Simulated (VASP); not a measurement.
Here is a VASP 6.6.1 calculation.

The input INCAR:

```
SYSTEM = CaZnBr4
PREC     = Accurate       ! precision mode
ENCUT    = 500            ! plane-wave cutoff, eV
EDIFF    = 1E-7           ! SCF threshold, eV
ISMEAR   = 0              ! smearing method
SIGMA    = 0.1            ! smearing width, eV
LREAL    = .FALSE.        ! projectors in reciprocal space
LASPH    = .TRUE.         ! aspherical terms in the spheres
NELM     = 120            ! most SCF steps
ALGO     = Normal         ! electronic algorithm
ISIF     = 3              ! what is computed and relaxed
LWAVE    = .FALSE.        ! write WAVECAR
LCHARG   = .FALSE.        ! write CHGCAR
GGA      = PE             ! functional
IBRION   = 2              ! ionic algorithm
NSW      = 90             ! ionic steps
EDIFFG   = -0.04          ! ionic threshold
GGA_COMPAT= .FALSE.      
NELMIN   = 4
```

Contents of KPOINTS:

```
Automatic mesh
0
G
  4 4 4
  0 0 0
```

POSCAR

```
CaZnBr4
1.0
    4.8254521600     -4.8671565300      0.0000000000
    4.8254521600      4.8671565300      0.0000000000
    0.0000000000      0.0000000000      4.3185906800
Ca Zn Br
1 1 4
Direct
    0.5000000000      0.5000000000      0.5000000000
    0.0000000000      0.0000000000      0.0000000000
    0.7958980100      0.2041019900      0.5000000000
    0.3072359900      0.3072359900      0.0000000000
    0.6927640100      0.6927640100      0.0000000000
    0.2041019900      0.7958980100      0.5000000000
```

Potentials or basis: VASP PAW PBE potentials, release 64 (Ca_sv, Zn, Br).

Command:

```console
$ cat potpaw_PBE.64/Ca_sv/POTCAR potpaw_PBE.64/Zn/POTCAR potpaw_PBE.64/Br/POTCAR > POTCAR
$ mpirun -np 1 vasp_std > vasp.out
```

(1) What does it give for the relaxed volume?

(2) What does it give for the band gap on the k mesh?

(3) What does it give for the space group after relaxing (to 0.1 Å)?

(4) Predict the relaxed cell.

## Answers

(1) 30.13 Å³/atom.

(2) 2.07 eV.

(3) Cmmm (No. 65).

(4) a = 6.654 Å, b = 6.654 Å, c = 4.084 Å, α = 90.00°, β = 90.00°, γ = 90.37°.
